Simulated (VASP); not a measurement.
A run of VASP 6.6.1 is set up as follows.

The input INCAR:

```
ALGO = Normal ; EDIFF = 1E-6
EDIFFG = -0.005 ; ENCUT = 600
GGA = PE ; IBRION = 2
ISIF = 3 ; ISMEAR = -1
LASPH = T ; LCHARG = F
LREAL = F ; LWAVE = F
NELM = 60 ; NSW = 100
PREC = Accurate ; SIGMA = 0.05
```

KPOINTS

```
k-points
0
Gamma
  16 16 16
```

Contents of POSCAR:

```
CuO
1.0
    0.0000000000      2.2322827293      2.2322827293
    2.2322827293      0.0000000000      2.2322827293
    2.2322827293      2.2322827293      0.0000000000
Cu O
1 1
Direct
    0.0000000000      0.0000000000      0.0000000000
    0.2500000000      0.2500000000      0.2500000000
```

Potentials or basis: VASP PAW PBE potentials, release 64 (Cu, O).

Run with:

```console
$ cat potpaw_PBE.64/Cu/POTCAR potpaw_PBE.64/O/POTCAR > POTCAR
$ mpirun -np 1 vasp_std > vasp.out
```

Q: Predict the space group after relaxing (to 0.1 Å).

A: F-43m (No. 216).

Q: Predict the band gap on the k mesh.

A: Zero (an odd number of electrons rules out a gap without spin polarisation).

The path:
```tsv
step	energy change (eV)	largest force (eV/Å)	pressure (GPa)	volume (Å³)
1	0.0000	0.0000	6.50	22.25
2	-0.0155	0.0000	-2.66	23.73
3	-0.0197	0.0000	0.02	23.25
```

Caveat: an odd number of electrons without spin polarisation forces a metal; a magnetic or distorted state may lie lower; semilocal functionals often make such compounds metallic where correlation or magnetic order opens a gap, which also shifts bond lengths. With open d or f shells a metallic result of PBE can be an artefact of self-interaction; +U or a hybrid may open a gap.
